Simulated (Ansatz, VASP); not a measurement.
**TaN: VASP beside Ansatz**

```xyz
2
Lattice="0.0000 2.2086 2.2086 2.2086 0.0000 2.2086 2.2086 2.2086 0.0000" Properties=species:S:1:pos:R:3 pbc="T T T"
Ta    2.2086    2.2086    2.2086
N     0.0000    0.0000    0.0000
```

Alike in both runs: task relaxation of cell and atoms; functional PBE; dispersion D3(BJ); k mesh 16 × 16 × 16; occupations gaussian, width 0.1 eV; no spin polarisation.

|  | VASP | Ansatz |
| --- | --- | --- |
| version | VASP 6.6.1 | Ansatz 0.2.0 |
| potentials or method | VASP PAW PBE potentials, release 64 (Ta_pv, N), cutoff 600 eV | scalar-relativistic, plane waves, PAW |
| valence electrons in the cell | 16 | 18 |

```tsv
	VASP	Ansatz	Ansatz less VASP
gap on the k mesh at the Fermi level, each at its own relaxed structure (eV)	none	none	-
relaxed volume (Å³/atom)	10.57	10.54	-0.026
relaxed cell length with the largest relative difference (Å)	3.103	3.101	-0.0026
```

A gap of «none» marks a metal or a gap that the smearing closes. VASP's potentials hold 16 valence electrons a cell and Ansatz's 18, so a difference there can come from the potentials and not from the codes.

Neither program's run includes spin-orbit coupling.
